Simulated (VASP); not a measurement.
Ag:

```xyz
1
Lattice="0.0000 2.0427 2.0427 2.0427 0.0000 2.0427 2.0427 2.0427 0.0000" Properties=species:S:1:pos:R:3 pbc="T T T"
Ag    0.0000    0.0000    0.0000
```

- Program: VASP 6.6.1
- Task: relaxation of cell and atoms
- Functional: PBEsol
- Potentials or basis: VASP PAW PBE potentials, release 64 (Ag)
- Cutoff: 600 eV
- k mesh: 20 × 20 × 20
- Occupations: gaussian, width 0.05 eV
- Spin: no spin polarisation

At the start: pressure -2.8 GPa; volume 17.05 Å³/atom.

Question: Where does the relaxation end?

Answer: Over 3 steps the energy falls by 3.7 meV/atom and the volume is 16.63 Å³/atom (-2.4 %); space group Fm-3m (No. 225, to 0.1 Å) before and after.

The path:
```csv
step,energy change (eV),largest force (eV/Å),pressure (GPa),volume (Å³)
1,0.0000,0.0000,-2.77,17.05
2,-0.0016,0.0000,2.32,16.33
3,-0.0037,0.0000,-0.01,16.63
```

Final structure:
```xyz
1
Lattice="0.0000 2.0260 2.0260 2.0260 0.0000 2.0260 2.0260 2.0260 0.0000" Properties=species:S:1:pos:R:3 pbc="T T T"
Ag    0.0000    0.0000    0.0000
```

Caveat: the PAW data sets were made with another functional, which shifts forces and pressure a little.
